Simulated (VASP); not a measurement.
# WC (P-6m2) in VASP: notebook

The runs below take WC through single point, with PBEsol.

Everything below comes from runs of VASP 6.6.1. Logs are shortened: lines on timing, memory, paths and dates and some standing lists are left out, and cuts for length are marked.

### 1 The cell of the first run

Symmetry: P-6m2, No. 187, hexagonal system. The conventional cell has a = 2.854 Å, b = 2.854 Å, c = 2.923 Å, α = 90.00°, β = 90.00°, γ = 120.00°. Within 3.0 Å of W (site symmetry -6m2) lie 6 C at 2.20 Å and 8 W at 2.85 to 2.92 Å. C (site symmetry -6m2) has 6 W at 2.20 Å and 8 C at 2.85 to 2.92 Å within 3.0 Å.

### 2 Single point, PBEsol

Input file INCAR:

```
SYSTEM = WC
ALGO = Normal
EDIFF = 1E-6
ENCUT = 910
GGA = PS
GGA_COMPAT = .False.
ISIF = 2
ISMEAR = 0
LASPH = .True.
LCHARG = .True.
LELF = .True.
LREAL = .False.
LVHAR = .True.
LWAVE = .False.
NBANDS = 16
NELM = 120
PREC = Accurate
SIGMA = 0.15
```

Input file KPOINTS:

```
k-points
0
Gamma
  21 21 18
  0 0 0
```

Input file POSCAR:

```
WC
1.0
    2.8537109727      0.0000000000      0.0000000000
   -1.4268554863      2.4713861974      0.0000000000
    0.0000000000      0.0000000000      2.9225311367
W C
1 1
Direct
    0.0000000000      0.0000000000      0.0000000000
    0.6666666667      0.3333333333      0.5000000000
```

Potentials or basis: VASP PAW PBE potentials, release 64 (W_sv, C_h).

The run is started by

```sh
> cat potpaw_PBE.64/W_sv/POTCAR potpaw_PBE.64/C_h/POTCAR > POTCAR
> mpirun -np 1 vasp_std > vasp.out
```

OUTCAR:

```text
SYSTEM = WC
   EDIFF = 1E-6
   ENCUT = 910
   GGA = PS
   ISIF = 2
   ISMEAR = 0
   LASPH = .True.
   LREAL = .False.
   NELM = 120
   PREC = Accurate

 ion  position               nearest neighbor table
   1  0.000  0.000  0.000-   2 2.20   2 2.20   2 2.20   2 2.20   2 2.20   2 2.20
   2  0.667  0.333  0.500-   1 2.20   1 2.20   1 2.20   1 2.20   1 2.20   1 2.20

  LATTYP: Found a hexagonal cell.
 ALAT       =     2.8537109727
 C/A-ratio  =     1.0241160246

  Lattice vectors:

 A1 = (   2.8537109727,   0.0000000000,   0.0000000000)
 A2 = (  -1.4268554863,   2.4713861974,   0.0000000000)
 A3 = (   0.0000000000,   0.0000000000,   2.9225311367)

Analysis of symmetry for initial positions (statically):
=====================================================================
 Subroutine PRICEL returns:
 Original cell was already a primitive cell.

 Routine SETGRP: Setting up the symmetry group for a
 hexagonal supercell.

 Subroutine GETGRP returns: Found 12 space group operations
 (whereof 12 operations were pure point group operations)
 out of a pool of 24 trial point group operations.

The static configuration has the point symmetry D_3h.

Analysis of symmetry for dynamics (positions and initial velocities):
=====================================================================
 Subroutine PRICEL returns:
 Original cell was already a primitive cell.

 Routine SETGRP: Setting up the symmetry group for a
 hexagonal supercell.

 Subroutine GETGRP returns: Found 12 space group operations
 (whereof 12 operations were pure point group operations)
 out of a pool of 24 trial point group operations.

The dynamic configuration has the point symmetry D_3h.

 Subroutine INISYM returns: Found 12 space group operations
 (whereof 12 operations are pure point group operations),
 and found     1 'primitive' translations

----------------------------------------------------------------------------------------

                                     Primitive cell

  volume of cell :      20.6115

  direct lattice vectors                    reciprocal lattice vectors
     2.853710973  0.000000000  0.000000000     0.350420911  0.202315608  0.000000000
    -1.426855486  2.471386197  0.000000000     0.000000000  0.404631215  0.000000000
     0.000000000  0.000000000  2.922531137     0.000000000  0.000000000  0.342169152

  length of vectors
     2.853710973  2.853710973  2.922531137     0.404631215  0.404631215  0.342169152

  position of ions in fractional coordinates (direct lattice)
     0.000000000  0.000000000  0.000000000
     0.666666667  0.333333333  0.500000000

  ion indices of the primitive-cell ions
   primitive index   ion index
                 1           1
                 2           2

----------------------------------------------------------------------------------------

 KPOINTS: k-points

Automatic generation of k-mesh.
 Grid dimensions read from file:
 generate k-points for:   21   21   18

 Generating k-lattice:

  Cartesian coordinates                     Fractional coordinates (reciprocal lattice)
     0.016686710  0.009634077  0.000000000     0.047619048 -0.000000000  0.000000000
     0.000000000  0.019268153  0.000000000     0.000000000  0.047619048  0.000000000
     0.000000000  0.000000000  0.019009397     0.000000000  0.000000000  0.055555556

  Length of vectors
     0.019268153  0.019268153  0.019009397

  Shift w.r.t. Gamma in fractional coordinates (k-lattice)
     0.000000000  0.000000000  0.000000000

 Subroutine IBZKPT returns following result:
 ===========================================

 Found    480 irreducible k-points:

 Following reciprocal coordinates:
            Coordinates               Weight
  0.000000  0.000000  0.000000      1.000000
  0.047619 -0.000000  0.000000      6.000000
  0.095238  0.000000  0.000000      6.000000
  0.142857  0.000000  0.000000      6.000000
  0.190476  0.000000  0.000000      6.000000
  0.238095 -0.000000  0.000000      6.000000
[... 16 lines left out ...]
  0.142857  0.095238  0.000000     12.000000
  0.190476  0.095238  0.000000     12.000000
 [... further k-points ...]
   k-points           NKPTS =    480   k-points in BZ     NKDIM =    480   number of bands    NBANDS=     16
   number of dos      NEDOS =    301   number of ions     NIONS =      2
   total plane-waves  NPLWV =  23520
   dimension x,y,z NGX =    28 NGY =   28 NGZ =   30
   dimension x,y,z NGXF=    56 NGYF=   56 NGZF=   60
   ions per type =               1   1
   NGX,Y,Z   is equivalent  to a cutoff of  16.31, 16.31, 17.07 a.u.
   NGXF,Y,Z  is equivalent  to a cutoff of  32.62, 32.62, 34.13 a.u.
 SYSTEM =  WC
   PREC   = accura    normal or accurate (medium, high low for compatibility)
   ISTART =      0    job   : 0-new  1-cont  2-samecut
   ICHARG =      2    charge: 1-file 2-atom 10-const
   ISPIN  =      1    spin polarized calculation?
   LNONCOLLINEAR =      F non collinear calculations
   LSORBIT =      F    spin-orbit coupling
   LASPH  =      T    aspherical Exc in radial PAW
   ENCUT  =  910.0 eV  66.88 Ry    8.18 a.u.   7.02  7.02  7.19*2*pi/ulx,y,z
   NELM   =    120;   NELMIN=  2; NELMDL= -5     # of ELM steps
   EDIFF  = 0.1E-05   stopping-criterion for ELM
   LREAL  =      F    real-space projection
   EDIFFG = 0.1E-04   stopping-criterion for IOM
   NSW    =      0    number of steps for IOM
   IBRION =     -1    ionic relax: 0-MD 1-quasi-New 2-CG
   NFREE  =      0    steps in history (QN), initial steepest desc. (CG)
   ISIF   =      2    stress and relaxation
   ISYM   =      2    0-nonsym 1-usesym 2-fastsym
   POTIM  = 0.5000    time-step for ionic-motion
   TEBEG  =    0.0;   TEEND  =   0.0 temperature during run
   PSTRESS=    0.0 pullay stress
   NELECT =      18.0000    total number of electrons
   NUPDOWN=      -1.0000    fix difference up-down
   EMIN   =  10.00;   EMAX   =-10.00  energy-range for DOS
   EFERMI =   0.00;   METHOD = LEGACY
   ISMEAR =     0;   SIGMA  =   0.15  broadening in eV -4-tet -1-fermi 0-gaus
   EFERMI_NEDOS =   21; number of points for ismear=-14 and -15
   IALGO  =     38    algorithm
   IMIX   =      4    mixing-type and parameters
     AMIX     =   0.40;   BMIX     =  1.00
     AMIX_MAG =   1.60;   BMIX_MAG =  1.00
  volume/ion in A,a.u.               =      10.31        69.55
  Fermi-wavevector in a.u.,A,eV,Ry     =   1.564813  2.957068 33.315762  2.448639
  Thomas-Fermi vector in A             =   2.667381
   LORBIT       =      0    0 simple, 1 ext, 2 COOP (PROOUT), +10 PAW based schemes
   GGA     = PS    functional components
   LHFCALC =     F    Hartree Fock is set to
   AEXX    =    0.0000 exact exchange contribution
   IVDW    =     0    specifies the selected vdW correction
   LEPSILON=     F    determine dielectric tensor
   LRPA    =     F    only Hartree local field effects (RPA)
 non-spin polarized calculation
 Gauss-broadening in eV      SIGMA  =   0.15
  energy-cutoff  :      910.00
  volume of cell :       20.61
 maximum number of plane-waves:      1302
 NGX is ok and might be reduce to    28

 number of electron      18.0000000 magnetization

 Free energy of the ion-electron system (eV)
  ---------------------------------------------------
  ext. energy  EPLUGINS =         0.00000000
  ---------------------------------------------------
  free energy    TOTEN  =       -23.83423885 eV

  energy without entropy =      -23.83125611  energy(sigma->0) =      -23.83274748

 E-fermi :  11.3339     XC(G=0): -14.0156

 val. band max:       11.3066260553   @ k =   0.0952   0.0476   0.4444
 cond. band min:      11.3738239590   @ k =   0.0952   0.0476   0.3889
 fundamental gap:      0.0671979037
 Fermi energy:        11.3338799075

 k-point     1 :       0.0000    0.0000    0.0000
  band No.  band energies     occupation
      1     -62.5702      2.00000
      2     -26.6556      2.00000
      3     -26.3780      2.00000
      4     -26.3780      2.00000
      5      -3.0999      2.00000
      6       6.8891      2.00000
[... 8 lines left out ...]
     15      25.4686      0.00000
     16      28.4936      0.00000

 k-point     2 :       0.0476   -0.0000    0.0000
  band No.  band energies     occupation
      1     -62.5686      2.00000
      2     -26.6525      2.00000
      3     -26.4007      2.00000
      4     -26.3831      2.00000
      5      -3.0370      2.00000
      6       6.9329      2.00000
[... 8 lines left out ...]
     15      25.3603      0.00000
     16      28.6270      0.00000

 k-point     3 :       0.0952    0.0000    0.0000
  band No.  band energies     occupation
      1     -62.5638      2.00000
      2     -26.6436      2.00000
      3     -26.4664      2.00000
      4     -26.3979      2.00000
      5      -2.8519      2.00000
      6       7.0332      2.00000
[... 8 lines left out ...]
     15      25.1455      0.00000
     16      29.0161      0.00000

 k-point     4 :       0.1429    0.0000    0.0000
  band No.  band energies     occupation
      1     -62.5563      2.00000
      2     -26.6296      2.00000
      3     -26.5681      2.00000
      4     -26.4210      2.00000
      5      -2.5554      2.00000
      6       7.0105      2.00000
[... 8 lines left out ...]
     15      24.9990      0.00000
     16      29.6299      0.00000
[... 324 lines left out ...]
 k-point    22 :       0.0952    0.0952    0.0000
  band No.  band energies     occupation
      1     -62.5521      2.00000
      2     -26.6217      2.00000
      3     -26.6191      2.00000
      4     -26.4400      2.00000
      5      -2.3830      2.00000
      6       6.9022      2.00000
[... 8 lines left out ...]
     15      25.0013      0.00000
     16      29.4575      0.00000

 k-point    23 :       0.1429    0.0952    0.0000
  band No.  band energies     occupation
      1     -62.5430      2.00000
      2     -26.7335      2.00000
      3     -26.6046      2.00000
      4     -26.4746      2.00000
      5      -2.0004      2.00000
      6       6.5186      2.00000
[... 8 lines left out ...]
     15      25.1402      0.00000
     16      29.0816      0.00000

 k-point    24 :       0.1905    0.0952    0.0000
  band No.  band energies     occupation
      1     -62.5327      2.00000
      2     -26.8599      2.00000
      3     -26.5853      2.00000
      4     -26.5137      2.00000
      5      -1.5449      2.00000
      6       6.0636      2.00000
[... 8 lines left out ...]
     15      25.5406      0.00000
     16      28.9355      0.00000

 [... further k-points ...]

------------------------ aborting loop because EDIFF is reached ----------------------------------------

  FORCE on cell =-STRESS in cart. coord.  units (eV):
  Direction    XX          YY          ZZ          XY          YZ          ZX
  --------------------------------------------------------------------------------------
  -------------------------------------------------------------------------------------
  Total        1.3752646      1.3752646     -3.1280929      0.0000000     -0.0000000      0.0000000
  in kB      106.9023090    106.9023090   -243.1534753      0.0000000     -0.0000000      0.0000000
  external PRESSURE =      -9.7829524 kB  Pullay stress =       0.0000000 kB

 VOLUME and BASIS-vectors are now :
 -----------------------------------------------------------------------------
  energy-cutoff  :      910.00
  volume of cell :       20.61
      direct lattice vectors                 reciprocal lattice vectors
     2.853710973  0.000000000  0.000000000     0.350420911  0.202315608  0.000000000
    -1.426855486  2.471386197  0.000000000     0.000000000  0.404631215  0.000000000
     0.000000000  0.000000000  2.922531137     0.000000000  0.000000000  0.342169152

 POSITION                                       TOTAL-FORCE (eV/Angst)
 -----------------------------------------------------------------------------------
      0.00000      0.00000      0.00000         0.000000      0.000000      0.000000
      1.42686      0.82380      1.46127         0.000000      0.000000      0.000000
 -----------------------------------------------------------------------------------
    total drift:                               -0.000000      0.000000      0.000000

  FREE ENERGIE OF THE ION-ELECTRON SYSTEM (eV)
  ---------------------------------------------------
  free  energy   TOTEN  =       -23.8342388475 eV

  energy  without entropy=      -23.8312561098  energy(sigma->0) =      -23.83274748
```

Run time: 9 min. Hardware: 1 thread of AMD EPYC, shared host; peak memory 0.43 GiB.

Results:

| Quantity | Value |
| --- | --- |
| Free energy | -23.8342 eV |
| Pressure | -1.0 GPa |
| Band gap on the k mesh | zero (bands 9 and 10 overlap by 1.18 eV) |

Levels at points of the mesh, in eV from the Fermi level:
```
           k point  band 6  band 7  band 8  band 9  band 10  band 11  band 12  band 13
(0.00, 0.00, 0.00)   -4.44   -2.99   -2.99   -0.32     3.22     3.22     5.52     5.52
(0.00, 0.00, 0.50)   -8.77   -1.52   -1.52   -0.61    -0.61     2.85     4.82     4.82
```

Caveat: the cutoff is under 1.25 times the usual one of these potentials, so pressure, stress and relaxed cells hold a basis-set (Pulay) error; the PAW data sets were made with another functional, which shifts forces and pressure a little; spin-orbit coupling is left out, which moves the levels of the heavy elements.

### 3 Single point, PBEsol

This run uses another cell than the first one, of the same volume but with other edges.

Input file INCAR:

```
SYSTEM = WC
PREC = Accurate
ENCUT = 910
EDIFF = 1E-6
ISMEAR = 0
SIGMA = 0.15
LREAL = .False.
LASPH = .True.
NELM = 120
ALGO = Normal
ISIF = 2
LWAVE = .False.
LCHARG = .True.
GGA = PS
LELF = .True.
LVHAR = .True.
NBANDS = 16
GGA_COMPAT = .False.
```

Input file KPOINTS:

```
regular mesh
0
Gamma
  21 21 18
  0 0 0
```

Input file POSCAR:

```
WC
1.0
    3.0619642063      0.0000000000      0.0000000000
   -1.5309821031      2.6517387881      0.0000000000
    0.0000000000      0.0000000000      2.5385101132
W C
1 1
Direct
    0.0000000000      0.0000000000      0.0000000000
    0.6666666667      0.3333333333      0.5000000000
```

Potentials or basis: VASP PAW PBE potentials, release 64 (W_sv, C_h).

The run is started by

```sh
> cat potpaw_PBE.64/W_sv/POTCAR potpaw_PBE.64/C_h/POTCAR > POTCAR
> mpirun -np 1 vasp_std > vasp.out
```

It took 2.4 min on 1 thread of AMD EPYC 9R45 (Zen 5), shared host; peak memory 0.43 GiB.

The run converged. Its results:

```
Free energy            : -23.0406 eV
Pressure               : 16.3 GPa
Band gap on the k mesh : zero (bands 9 and 10 overlap by 2.61 eV)
```

Stress tensor (GPa, compression positive):
```
-25.79   0.00   0.00
  0.00 -25.79   0.00
  0.00   0.00 100.60
```

Levels at points of the mesh, in eV from the Fermi level:
```tsv
k point	band 7	band 8	band 9	band 10	band 11	band 12
(0.00, 0.00, 0.00)	-4.72	-4.72	1.77	3.81	3.81	4.81
(0.00, 0.00, 0.50)	-3.71	-3.71	-0.59	-0.59	3.45	3.45
```

Caveat: the cutoff is under 1.25 times the usual one of these potentials, so pressure, stress and relaxed cells hold a basis-set (Pulay) error; the cell stands under pressure; the PAW data sets were made with another functional, which shifts forces and pressure a little; spin-orbit coupling is left out, which moves the levels of the heavy elements.

### 4 Single point, PBEsol

This run uses another cell than the first one, of the same volume but with other edges.

Changes to INCAR since step 3:

```diff
@@ -12,6 +12,4 @@
 LWAVE = .False.
-LCHARG = .True.
+LCHARG = .False.
 GGA = PS
-LELF = .True.
-LVHAR = .True.
 NBANDS = 16
```

KPOINTS is that of step 3.

Input file POSCAR:

```
WC
1.0
    2.6576143944      0.0000000000      0.0000000000
   -1.3288071972      2.3015615790      0.0000000000
    0.0000000000      0.0000000000      3.3697306049
W C
1 1
Direct
    0.0000000000      0.0000000000      0.0000000000
    0.6666666667      0.3333333333      0.5000000000
```

The run is started by

```sh
> cat potpaw_PBE.64/W_sv/POTCAR potpaw_PBE.64/C_h/POTCAR > POTCAR
> mpirun -np 1 vasp_std > vasp.out
```

Run time: 5.5 min. Hardware: 1 thread of Intel Xeon 6975P-C (Granite Rapids), shared host; peak memory 0.47 GiB.

The run converged. Its results:

```yaml
Free_energy: -22.0258 eV
Pressure: 7.8 GPa
Band_gap_on_the_k_mesh: zero (bands 9 and 10 overlap by 1.41 eV)
```

Stress tensor (GPa, compression positive):
```
 56.15   0.00   0.00
  0.00  56.15   0.00
  0.00   0.00 -89.00
```

Levels at points of the mesh, in eV from the Fermi level:
```tsv
k point	band 5	band 6	band 7	band 8	band 9	band 10	band 11	band 12	band 13	band 14
(0.00, 0.00, 0.00)	-14.80	-5.88	-2.46	-2.00	-2.00	3.26	3.26	4.53	4.53	8.29
(0.00, 0.00, 0.50)	-12.02	-9.47	-1.40	-1.02	-1.02	0.42	0.42	5.29	5.29	9.90
```

Caveat: the cutoff is under 1.25 times the usual one of these potentials, so pressure, stress and relaxed cells hold a basis-set (Pulay) error; the cell stands under pressure; the PAW data sets were made with another functional, which shifts forces and pressure a little; spin-orbit coupling is left out, which moves the levels of the heavy elements.

### 5 Single point, PBEsol

This run uses another cell than the first one, of the same volume but with other edges.

Input file INCAR:

```
ALGO = Normal
EDIFF = 1E-6
ENCUT = 910
GGA = PS
GGA_COMPAT = F
ISIF = 2
ISMEAR = 0
LASPH = T
LCHARG = F
LREAL = F
LWAVE = F
NBANDS = 16
NELM = 120
PREC = Accurate
SIGMA = 0.15
```

Input file KPOINTS:

```
k-points
0
Gamma
  21 21 18
```

Input file POSCAR:

```
WC
1.0
    2.9822483642      0.0000000000      0.0000000000
   -1.4911241821      2.5827028438      0.0000000000
    0.0000000000      0.0000000000      2.6760332114
W C
1 1
Direct
    0.0000000000      0.0000000000      0.0000000000
    0.6666666667      0.3333333333      0.5000000000
```

The run is started by

```sh
> cat potpaw_PBE.64/W_sv/POTCAR potpaw_PBE.64/C_h/POTCAR > POTCAR
> mpirun -np 1 vasp_std > vasp.out
```

Wall time 3.5 min (1 thread of Intel Xeon Platinum 8488C (Sapphire Rapids), shared host); peak memory 0.47 GiB.

Results (log left out):

```yaml
Free_energy: -23.6832 eV
Pressure: 6.3 GPa
Band_gap_on_the_k_mesh: zero (bands 9 and 10 overlap by 1.55 eV)
```

Stress tensor (GPa, compression positive):
```
-14.85   0.00   0.00
  0.00 -14.85   0.00
  0.00   0.00  48.62
```

Levels at points of the mesh, in eV from the Fermi level:
```csv
k point,band 7,band 8,band 9,band 10,band 11,band 12
"(0.00, 0.00, 0.00)",-4.03,-4.03,0.94,3.47,3.47,5.62
"(0.00, 0.00, 0.50)",-2.89,-2.89,-0.59,-0.59,4.02,4.02
```

Caveat: the cutoff is under 1.25 times the usual one of these potentials, so pressure, stress and relaxed cells hold a basis-set (Pulay) error; the cell stands under pressure; the PAW data sets were made with another functional, which shifts forces and pressure a little; spin-orbit coupling is left out, which moves the levels of the heavy elements.

### 6 Overview

```csv
cell,gap on the mesh (eV),pressure (GPa)
"a = 2.854, b = 2.854, c = 2.923 Å, angles 90.0, 90.0, 120.0°, 2 atoms",none,-1.0
"a = 3.062, b = 3.062, c = 2.539 Å, angles 90.0, 90.0, 120.0°, 2 atoms",none,16.3
"a = 2.658, b = 2.658, c = 3.370 Å, angles 90.0, 90.0, 120.0°, 2 atoms",none,7.8
"a = 2.982, b = 2.982, c = 2.676 Å, angles 90.0, 90.0, 120.0°, 2 atoms",none,6.3
```

Alike in all rows: task single point; level PBEsol; potentials or basis VASP PAW PBE potentials, release 64 (W_sv, C_h); no spin polarisation; k mesh 21 × 21 × 18; cutoff (eV) 910; smearing gaussian 0.15 eV.

Caveats: the cutoff is under 1.25 times the usual one of these potentials, so pressure, stress and relaxed cells hold a basis-set (Pulay) error; the PAW data sets were made with another functional, which shifts forces and pressure a little; spin-orbit coupling is left out, which moves the levels of the heavy elements; the cell stands under pressure (at least some runs).

Absolute energies hang on the potentials; compare differences alone.
